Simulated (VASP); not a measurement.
Set up this calculation in VASP 6.6.1, as the native input.

```
Task                   : single point
Functional             : LDA
Potentials or basis    : VASP PAW LDA potentials, release 64 (Ag)
Cutoff                 : 520 eV
k mesh                 : 8 × 8 × 8
Occupations            : gaussian, width 0.1 eV
Spin                   : no spin polarisation
Dipole correction      : no
Further INCAR settings : ALGO = Normal; EDIFF = 1e-07; NBANDS = 12
```

The structure of Ag lies in POSCAR:

```
Ag
1.0
    0.0000000000      2.0045748295      2.0045748295
    2.0045748295      0.0000000000      2.0045748295
    2.0045748295      2.0045748295      0.0000000000
Ag
1
Direct
    0.0000000000      0.0000000000      0.0000000000
```

The input as run:

INCAR

```
SYSTEM = Ag
  PREC = Accurate
  ENCUT = 520
  EDIFF = 1E-7
  ISMEAR = 0
  SIGMA = 0.1
  LREAL = .False.
  LASPH = .True.
  NELM = 60
  ALGO = Normal
  ISIF = 2
  LWAVE = .False.
  LCHARG = .False.
  NBANDS = 12
```

KPOINTS

```
regular mesh
0
Gamma
  8 8 8
  0 0 0
```

Potentials or basis: VASP PAW LDA potentials, release 64 (Ag).

Run with:

```console
$ cat potpaw_LDA.64/Ag/POTCAR > POTCAR
$ mpirun -np 1 vasp_std > vasp.out
```

It gave:

```
Pressure : 0.1 GPa
```

It took 5.1 s on 1 thread of Intel Xeon 8259CL (shared host), peak memory 0.13 GiB.
